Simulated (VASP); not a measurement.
# WSe2 (P-6m2) in VASP: single point with PBE+D3(BJ)

Aim: the single point of WSe2 with PBE+D3(BJ).

Everything below comes from runs of VASP 6.6.1. Logs are shortened: lines on timing, memory, paths and dates and some standing lists are left out, and cuts for length are marked.

### Step 1. The cell of the first run

Symmetry: P-6m2, No. 187, hexagonal system. The conventional cell has a = 3.279 Å, b = 3.279 Å, c = 19.787 Å, α = 90.00°, β = 90.00°, γ = 120.00°. W (site symmetry -6m2) has 6 Se at 2.53 Å and 6 W at 3.28 Å within 3.3 Å. W (site symmetry 3m) has 6 Se at 2.53 Å and 6 W at 3.28 Å within 3.3 Å. Se (site symmetry 3m) has 3 W at 2.53 Å and 6 Se at 3.28 Å within 3.3 Å. Within 3.3 Å of Se (site symmetry 3m) lie 3 W at 2.53 Å and 6 Se at 3.28 Å. Within 3.3 Å of Se (site symmetry 3m) lie 3 W at 2.53 Å and 6 Se at 3.28 Å.

### Step 2. Single point, PBE+D3(BJ)

Contents of INCAR:

```
PREC = Accurate ; ENCUT = 520
EDIFF = 1E-7 ; ISMEAR = 0
SIGMA = 0.02 ; LREAL = False
LASPH = True ; NELM = 100
ALGO = Normal ; ISIF = 2
LWAVE = False ; LCHARG = False
GGA = PE ; IVDW = 12
NBANDS = 49
```

Contents of KPOINTS:

```
regular mesh
0
Gamma
  12 12 2
```

Contents of POSCAR:

```
WSe2
1.0
    3.2794730359      0.0000000000      0.0000000000
   -1.6397365179      2.8401069601      0.0000000000
    0.0000000000      0.0000000000     19.7866927051
W Se
3 6
Direct
    0.6666666667      0.3333333333      0.0000000000
    0.3333333333      0.6666666667      0.6768875165
    0.3333333333      0.6666666667      0.3231124835
    0.3333333333      0.6666666667      0.0851047671
    0.6666666667      0.3333333333      0.7620242807
    0.6666666667      0.3333333333      0.4082335095
    0.3333333333      0.6666666667      0.9148952329
    0.6666666667      0.3333333333      0.5917664905
    0.6666666667      0.3333333333      0.2379757193
```

Potentials or basis: VASP PAW PBE potentials, release 64 (W_sv, Se).

Started as:

```sh
cat potpaw_PBE.64/W_sv/POTCAR potpaw_PBE.64/Se/POTCAR > POTCAR
mpirun -np 1 vasp_std > vasp.out
```

OUTCAR:

```text
PREC = Accurate
   ENCUT = 520
   EDIFF = 1E-7
   ISMEAR = 0
   LREAL = False
   LASPH = True
   NELM = 100
   ISIF = 2
   GGA = PE
   IVDW = 12
 IVDW          = 12

 ion  position               nearest neighbor table
   1  0.667  0.333  0.000-   4 2.53   7 2.53   4 2.53   7 2.53   4 2.53   7 2.53
   2  0.333  0.667  0.677-   8 2.53   8 2.53   8 2.53   5 2.53   5 2.53   5 2.53
   3  0.333  0.667  0.323-   6 2.53   6 2.53   6 2.53   9 2.53   9 2.53   9 2.53
   4  0.333  0.667  0.085-   1 2.53   1 2.53   1 2.53
   5  0.667  0.333  0.762-   2 2.53   2 2.53   2 2.53
   6  0.667  0.333  0.408-   3 2.53   3 2.53   3 2.53
   7  0.333  0.667  0.915-   1 2.53   1 2.53   1 2.53
   8  0.667  0.333  0.592-   2 2.53   2 2.53   2 2.53
   9  0.667  0.333  0.238-   3 2.53   3 2.53   3 2.53

  LATTYP: Found a hexagonal cell.
 ALAT       =     3.2794730359
 C/A-ratio  =     6.0334976042

  Lattice vectors:

 A1 = (   3.2794730359,   0.0000000000,   0.0000000000)
 A2 = (  -1.6397365179,   2.8401069601,   0.0000000000)
 A3 = (   0.0000000000,   0.0000000000,  19.7866927051)

Analysis of symmetry for initial positions (statically):
=====================================================================
 Subroutine PRICEL returns:
 Original cell was already a primitive cell.

 Routine SETGRP: Setting up the symmetry group for a
 hexagonal supercell.

 Subroutine GETGRP returns: Found 12 space group operations
 (whereof 12 operations were pure point group operations)
 out of a pool of 24 trial point group operations.

The static configuration has the point symmetry D_3h.

Analysis of symmetry for dynamics (positions and initial velocities):
=====================================================================
 Subroutine PRICEL returns:
 Original cell was already a primitive cell.

 Routine SETGRP: Setting up the symmetry group for a
 hexagonal supercell.

 Subroutine GETGRP returns: Found 12 space group operations
 (whereof 12 operations were pure point group operations)
 out of a pool of 24 trial point group operations.

The dynamic configuration has the point symmetry D_3h.

 Subroutine INISYM returns: Found 12 space group operations
 (whereof 12 operations are pure point group operations),
 and found     1 'primitive' translations

----------------------------------------------------------------------------------------

[... 111 lines left out ...]
   NFREE  =      0    steps in history (QN), initial steepest desc. (CG)
   ISIF   =      2    stress and relaxation
   ISYM   =      2    0-nonsym 1-usesym 2-fastsym
   POTIM  = 0.5000    time-step for ionic-motion
   TEBEG  =    0.0;   TEEND  =   0.0 temperature during run
   PSTRESS=    0.0 pullay stress
   NELECT =      78.0000    total number of electrons
   NUPDOWN=      -1.0000    fix difference up-down
   EMIN   =  10.00;   EMAX   =-10.00  energy-range for DOS
   EFERMI =   0.00;   METHOD = LEGACY
   ISMEAR =     0;   SIGMA  =   0.02  broadening in eV -4-tet -1-fermi 0-gaus
   EFERMI_NEDOS =   21; number of points for ismear=-14 and -15
   IALGO  =     38    algorithm
   IMIX   =      4    mixing-type and parameters
     AMIX     =   0.40;   BMIX     =  1.00
     AMIX_MAG =   1.60;   BMIX_MAG =  1.00
  volume/ion in A,a.u.               =      20.48       138.19
  Fermi-wavevector in a.u.,A,eV,Ry     =   1.229143  2.322743 20.555577  1.510792
  Thomas-Fermi vector in A             =   2.364041
   LORBIT       =      0    0 simple, 1 ext, 2 COOP (PROOUT), +10 PAW based schemes
   GGA     = PE    functional components
   LHFCALC =     F    Hartree Fock is set to
   AEXX    =    0.0000 exact exchange contribution
   IVDW    =    12    specifies the selected vdW correction
   LEPSILON=     F    determine dielectric tensor
   LRPA    =     F    only Hartree local field effects (RPA)
 non-spin polarized calculation
 Gauss-broadening in eV      SIGMA  =   0.02
  energy-cutoff  :      520.00
  volume of cell :      184.29
 maximum number of plane-waves:      5022
   NGX = 13   NGY = 13   NGZ = 73

 number of electron      77.9999986 magnetization

 Free energy of the ion-electron system (eV)
  ---------------------------------------------------
  ext. energy  EPLUGINS =         0.00000000
  ---------------------------------------------------
  free energy    TOTEN  =       -64.63474592 eV

  energy without entropy =      -64.63474592  energy(sigma->0) =      -64.63474592

 E-fermi :   6.2861     XC(G=0): -10.6606

 val. band max:        6.1394447162   @ k =   0.0000   0.0000   0.5000
 cond. band min:       7.1096377739   @ k =   0.1667   0.1667   0.0000
 fundamental gap:      0.9701930577
 Fermi energy:         6.2861159961

 k-point     1 :       0.0000    0.0000    0.0000
  band No.  band energies     occupation
      1     -68.1618      2.00000
      2     -68.1615      2.00000
      3     -68.1614      2.00000
      4     -32.4134      2.00000
      5     -32.4134      2.00000
      6     -32.4121      2.00000
[... 1237 lines left out ...]
     48       9.6506      0.00000
     49       9.8743      0.00000

 [... further k-points ...]

------------------------ aborting loop because EDIFF is reached ----------------------------------------

 Edisp (eV)   -4.14831

 E8    (eV) :    -1.8503

  FORCE on cell =-STRESS in cart. coord.  units (eV):
  Direction    XX          YY          ZZ          XY          YZ          ZX
  --------------------------------------------------------------------------------------
  -------------------------------------------------------------------------------------
  Total       0.29561     0.29561     0.48938     0.00000     0.00000    -0.00000
  in kB       2.56988     2.56988     4.25448     0.00000     0.00000    -0.00000
  external pressure =        3.13 kB  Pullay stress =        0.00 kB

 VOLUME and BASIS-vectors are now :
 -----------------------------------------------------------------------------
  energy-cutoff  :      520.00
  volume of cell :      184.29
      direct lattice vectors                 reciprocal lattice vectors
     3.279473036  0.000000000  0.000000000     0.304927038  0.176049708  0.000000000
    -1.639736518  2.840106960  0.000000000     0.000000000  0.352099415  0.000000000
     0.000000000  0.000000000 19.786692705     0.000000000  0.000000000  0.050539017

 POSITION                                       TOTAL-FORCE (eV/Angst)
 -----------------------------------------------------------------------------------
      1.63974      0.94670      0.00000         0.000000     -0.000000     -0.000000
     -0.00000      1.89340     13.39337        -0.000000      0.000000     -0.000002
     -0.00000      1.89340      6.39333        -0.000000      0.000000      0.000002
     -0.00000      1.89340      1.68394         0.000000     -0.000000      0.051283
      1.63974      0.94670     15.07794         0.000000     -0.000000      0.050751
      1.63974      0.94670      8.07759        -0.000000     -0.000000      0.049950
     -0.00000      1.89340     18.10275        -0.000000     -0.000000     -0.051283
      1.63974      0.94670     11.70910        -0.000000     -0.000000     -0.049950
      1.63974      0.94670      4.70875         0.000000     -0.000000     -0.050751
 -----------------------------------------------------------------------------------
    total drift:                                0.000000     -0.000000     -0.000000

  FREE ENERGIE OF THE ION-ELECTRON SYSTEM (eV)
  ---------------------------------------------------
  free  energy   TOTEN  =       -68.7830586469 eV

  energy  without entropy=      -68.7830586469  energy(sigma->0) =      -68.78305865
```

OSZICAR:

```text
N       E                     dE             d eps       ncg     rms          rms(c)
DAV:   1     0.810008374524E+03    0.81001E+03   -0.41402E+04  4036   0.155E+03
DAV:   2    -0.102688683352E+02   -0.82028E+03   -0.79427E+03  4355   0.423E+02
DAV:   3    -0.658467897748E+02   -0.55578E+02   -0.54408E+02  4564   0.103E+02
DAV:   4    -0.674604499181E+02   -0.16137E+01   -0.16013E+01  4605   0.170E+01
DAV:   5    -0.674989818732E+02   -0.38532E-01   -0.38468E-01  4741   0.252E+00    0.365E+01
DAV:   6    -0.652302191019E+02    0.22688E+01   -0.11750E+01  4456   0.171E+01    0.133E+01
DAV:   7    -0.649282883950E+02    0.30193E+00   -0.54872E+00  4183   0.890E+00    0.661E+00
DAV:   8    -0.646312612515E+02    0.29703E+00   -0.89043E-01  4612   0.485E+00    0.145E+00
DAV:   9    -0.646376821967E+02   -0.64209E-02   -0.11247E-01  4753   0.135E+00    0.107E+00
DAV:  10    -0.646348950938E+02    0.27871E-02   -0.30987E-02  4587   0.972E-01    0.282E-01
DAV:  11    -0.646346696636E+02    0.22543E-03   -0.27533E-03  4638   0.287E-01    0.855E-02
DAV:  12    -0.646347069443E+02   -0.37281E-04   -0.32237E-04  4680   0.762E-02    0.118E-01
DAV:  13    -0.646347313160E+02   -0.24372E-04   -0.10340E-04  4503   0.508E-02    0.211E-02
DAV:  14    -0.646347436600E+02   -0.12344E-04   -0.17607E-05  4984   0.177E-02    0.689E-03
DAV:  15    -0.646347455591E+02   -0.18991E-05   -0.29110E-06  3967   0.603E-03    0.841E-03
DAV:  16    -0.646347458490E+02   -0.28992E-06   -0.10428E-06  4792   0.559E-03    0.139E-03
DAV:  17    -0.646347459236E+02   -0.74560E-07   -0.99670E-08  3119   0.129E-03
   1 F= -.68783059E+02 E0= -.68783059E+02  d E =-.172267E-27
```

Run time: 8.5 min. Hardware: 1 thread of Intel Xeon Platinum 8259CL at 2.50GHz (Skylake/Cascade Lake), shared host; peak memory 0.44 GiB.

What came out:

```yaml
Free_energy: -68.7831 eV
Pressure: 0.3 GPa
Largest_force: 0.051 eV/Å
Band_gap_on_the_k_mesh: 0.97 eV, indirect (least direct gap 1.58 eV)
Dispersion_energy_per_atom: -0.461 eV
```

Forces on the atoms (eV/Å):
```
W    0.000  0.000  0.000
W    0.000  0.000  0.000
W    0.000  0.000  0.000
Se   0.000  0.000  0.051
Se   0.000  0.000  0.051
Se   0.000  0.000  0.050
Se   0.000  0.000 -0.051
Se   0.000  0.000 -0.050
Se   0.000  0.000 -0.051
```

Levels at points of the mesh, in eV from the valence-band top:
| k point | band 36 | band 37 | band 38 | band 39 | band 40 | band 41 | band 42 | band 43 |
| --- | --- | --- | --- | --- | --- | --- | --- | --- |
| (0.00, 0.00, 0.00) | -1.19 | -1.14 | -0.18 | -0.04 | 2.67 | 2.67 | 2.67 | 2.67 |
| (0.50, 0.00, 0.00) | -1.29 | -1.19 | -1.14 | -1.07 | 2.20 | 2.22 | 2.23 | 2.31 |
| (0.00, 0.00, 0.50) | -1.43 | -0.61 | -0.36 | 0.00 | 2.67 | 2.67 | 2.69 | 2.69 |
| (0.50, 0.00, 0.50) | -1.27 | -1.18 | -1.18 | -1.04 | 2.20 | 2.21 | 2.24 | 2.43 |

Caveat: spin-orbit coupling is left out, which moves the levels of the heavy elements. A k mesh can miss the band edges.
